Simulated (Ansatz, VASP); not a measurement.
KBr in VASP and in Ansatz

```
CELL_PARAMETERS angstrom
0.00000 3.28247 3.28247
3.28247 0.00000 3.28247
3.28247 3.28247 0.00000
ATOMIC_POSITIONS crystal
K 0.00000 0.00000 0.00000
Br 0.50000 0.50000 0.50000
```

Alike in both runs: functional PBE; dispersion D3(BJ); k mesh 6 × 6 × 6; occupations gaussian, width 0.02 eV; no spin polarisation.

Ansatz relaxed the structure, and its values are those at the end. VASP's run is a single point on that final structure, the one shown.

|  | VASP | Ansatz |
| --- | --- | --- |
| version | VASP 6.6.1 | Ansatz 0.2.0 |
| potentials or method | VASP PAW PBE potentials, release 64 (K_sv, Br), cutoff 520 eV | scalar-relativistic, plane waves, PAW |
| valence electrons in the cell | 16 | 16 |

|  | VASP | Ansatz | Ansatz less VASP |
| --- | --- | --- | --- |
| gap on the k mesh at the Fermi level (eV) | 4.48 | 4.48 | +0.002 |
| least direct gap on the mesh (eV) | 4.48 | 4.48 | +0.002 |
| pressure (GPa) | 0.0 | 0.0 | -0.04 |
